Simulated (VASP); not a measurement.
Write the native input for VASP 6.6.1 that does the following.

* Task: single point
* Functional: PBEsol
* Potentials or basis: VASP PAW PBE potentials, release 64 (Li_sv, Nb_sv, O)
* Cutoff: 520 eV
* k mesh: 6 × 6 × 4
* Occupations: gaussian, width 0.02 eV
* Spin: no spin polarisation
* Dipole correction: no
* Further INCAR settings: ALGO = Normal; EDIFF = 1e-07; NBANDS = 40

The structure of Li5NbO5 lies in POSCAR:

```
Li5NbO5
1.0
    4.7589123702     -1.9922181963      0.0026107397
    4.7589123702      1.9922181963      0.0026107397
   -1.8358828938      0.0000000000      5.4097583387
Li Nb O
5 1 5
Direct
    0.7087881687      0.7087881687      0.3428820662
    0.6895564821      0.6895564821      0.8596989112
    0.0000000000      0.0000000000      0.5000000000
    0.3104435179      0.3104435179      0.1403010888
    0.2912118313      0.2912118313      0.6571179338
    0.0000000000      0.0000000000      0.0000000000
    0.8519989653      0.8519989653      0.1745845232
    0.8414303705      0.8414303705      0.6790097631
    0.5000000000      0.5000000000      0.0000000000
    0.1585696295      0.1585696295      0.3209902369
    0.1480010347      0.1480010347      0.8254154768
```

The input as run:

INCAR

```
SYSTEM = Li5NbO5
  ALGO = Normal
  EDIFF = 1E-7
  ENCUT = 520
  GGA = PS
  ISIF = 2
  ISMEAR = 0
  LASPH = .True.
  LCHARG = .True.
  LELF = .True.
  LREAL = .False.
  LVHAR = .True.
  LWAVE = .False.
  NBANDS = 40
  NELM = 100
  PREC = Accurate
  SIGMA = 0.02
```

KPOINTS

```
k-points
0
Gamma
  6 6 4
  0 0 0
```

Potentials or basis: VASP PAW PBE potentials, release 64 (Li_sv, Nb_sv, O).

The run is started by

```bash
$ cat potpaw_PBE.64/Li_sv/POTCAR potpaw_PBE.64/Nb_sv/POTCAR potpaw_PBE.64/O/POTCAR > POTCAR
$ mpirun -np 1 vasp_std > vasp.out
```

It gave:

```json
{"Largest force": "0.042 eV/Å", "Band gap on the k mesh": "3.18 eV"}
```

Caveat: the PAW data sets were made with another functional, which shifts forces and pressure a little.

Wall time 4.6 min on 1 thread of Intel(R) Xeon(R) Platinum 8488C (Sapphire Rapids), on a shared host, peak memory 0.34 GiB.
